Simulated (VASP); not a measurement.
Write the native input for VASP 6.6.1 that does the following.

* Task: single point
* Functional: r2SCAN
* Dispersion: rVV10
* Potentials or basis: VASP PAW PBE potentials, release 64 (Ga_d, O)
* Cutoff: 520 eV
* k mesh: 6 × 6 × 6
* Occupations: fermi-dirac, width 0.03 eV
* Spin: no spin polarisation
* Dipole correction: no
* Further INCAR settings: ALGO = Normal; EDIFF = 1e-06; NBANDS = 55

Crystal: Ga2O3.

```
CELL_PARAMETERS angstrom
2.48775 1.43630 4.46702
-2.48775 1.43630 4.46702
0.00000 -2.87261 4.46702
ATOMIC_POSITIONS crystal
Ga 0.85549 0.85549 0.85549
Ga 0.35549 0.35549 0.35549
Ga 0.14451 0.14451 0.14451
Ga 0.64451 0.64451 0.64451
O 0.44643 0.05357 0.75000
O 0.05357 0.75000 0.44643
O 0.55357 0.94643 0.25000
O 0.25000 0.55357 0.94643
O 0.94643 0.25000 0.55357
O 0.75000 0.44643 0.05357
```

These files were run (other wordings do the same):

POSCAR

```
Ga2O3
1.0
    2.4877503825      1.4363033530      4.4670176375
   -2.4877503825      1.4363033530      4.4670176375
    0.0000000000     -2.8726067061      4.4670176375
Ga O
4 6
Direct
    0.8554936892      0.8554936892      0.8554936892
    0.3554936892      0.3554936892      0.3554936892
    0.1445063108      0.1445063108      0.1445063108
    0.6445063108      0.6445063108      0.6445063108
    0.4464348281      0.0535651719      0.7500000000
    0.0535651719      0.7500000000      0.4464348281
    0.5535651719      0.9464348281      0.2500000000
    0.2500000000      0.5535651719      0.9464348281
    0.9464348281      0.2500000000      0.5535651719
    0.7500000000      0.4464348281      0.0535651719
```

INCAR.step1

```
ALGO = Normal
EDIFF = 1E-4
ENCUT = 520
GGA = PE
ISMEAR = -1
LASPH = T
LCHARG = F
LREAL = F
LWAVE = T
NBANDS = 55
NELM = 80
PREC = Accurate
SIGMA = 0.03
```

INCAR.step2

```
ALGO = Normal
BPARAM = 11.95
CPARAM = 0.0093
EDIFF = 1E-6
ENCUT = 520
ISIF = 2
ISMEAR = -1
ISTART = 1
IVDW_NL = 2
LASPH = T
LCHARG = T
LELF = T
LMIXTAU = T
LREAL = F
LUSE_VDW = T
LVHAR = T
LWAVE = F
METAGGA = R2SCAN
NBANDS = 55
NELM = 80
PREC = Accurate
SIGMA = 0.03
```

KPOINTS

```
k-points
0
Gamma
  6 6 6
```

Potentials or basis: VASP PAW PBE potentials, release 64 (Ga_d, O).

Launch:

```console
$ cat potpaw_PBE.64/Ga_d/POTCAR potpaw_PBE.64/O/POTCAR > POTCAR
$ cp INCAR.step1 INCAR
$ mpirun -np 1 vasp_std > vasp.out
$ cp INCAR.step2 INCAR
$ mpirun -np 1 vasp_std > vasp.out
```

It gave:

The pressure is 1.9 GPa and the largest force is 0.040 eV/Å. The band gap on the k mesh is 3.59 eV (least direct gap 3.85 eV).

Caveat: the PAW data sets were made with another functional, which shifts forces and pressure a little.

Run time: 7.9 min on 1 thread of Intel(R) Xeon(R) 6975P-C (Granite Rapids), with other jobs on the host, peak memory 0.56 GiB.
